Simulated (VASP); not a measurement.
Crystal: Si3C.

```
CELL_PARAMETERS angstrom
2.74911 0.00000 0.00000
-1.37456 2.38080 0.00000
0.00000 0.00000 8.92304
ATOMIC_POSITIONS crystal
Si 0.33333 0.66667 0.75000
Si 0.33333 0.66667 0.25000
Si 0.66667 0.33333 0.50000
C 0.66667 0.33333 0.00000
```

| Quantity | Value |
| --- | --- |
| Program | VASP 6.6.1 |
| Task | relaxation of cell and atoms |
| Functional | PBE |
| Potentials or basis | VASP PAW PBE potentials, release 64 (Si, C) |
| Cutoff | 600 eV |
| k mesh | 6 × 6 × 2 |
| Occupations | gaussian, width 0.1 eV |
| Spin | no spin polarisation |

At the start: pressure -12.2 GPa; volume 14.60 Å³/atom.

Problem. Where does the relaxation end?

Solution. Over 20 steps the energy falls by 846.1 meV/atom and the volume is 13.00 Å³/atom (-11.0 %); space group P-6m2 (No. 187, to 0.05 Å).

The path:
```tsv
step	energy change (eV)	largest force (eV/Å)	pressure (GPa)	volume (Å³)
1	0.0000	1.6453	-12.23	58.40
2	-0.7983	2.1691	-2.27	49.46
3	-0.8941	2.3003	6.41	45.79
4	-1.4272	1.5053	9.77	44.03
5	-1.7196	1.6614	16.82	42.54
6	-1.1557	2.4044	54.71	39.65
7	-1.7711	1.2030	21.09	42.02
8	-2.0363	0.8137	21.12	42.52
9	-2.6077	0.8236	25.33	44.02
10	-2.5263	2.6651	30.43	44.61
11	-2.6252	1.2035	26.43	44.19
12	-3.0605	1.3279	15.73	46.92
13	-3.3060	1.3709	6.40	50.39
14	-3.3153	1.5613	4.43	51.38
15	-3.3716	0.4051	1.08	52.04
16	-3.3739	0.1441	0.33	52.21
17	-3.3782	0.1341	-0.03	52.29
18	-3.3823	0.1025	-0.76	52.49
19	-3.3835	0.0600	-0.59	52.32
20	-3.3845	0.0205	-0.23	52.00
```

Final structure:
```
Si C
1.0
     2.80210    0.00000    0.00000
    -1.40105    2.42669    0.00000
     0.00000    0.00000    7.64663
Si C
3 1
Direct
  0.33333 0.66667 0.84186
  0.33333 0.66667 0.15814
  0.66667 0.33333 0.50000
  0.66667 0.33333 0.00000
```

Caveat: the k points lie up to 0.43 Å⁻¹ apart in the final cell.
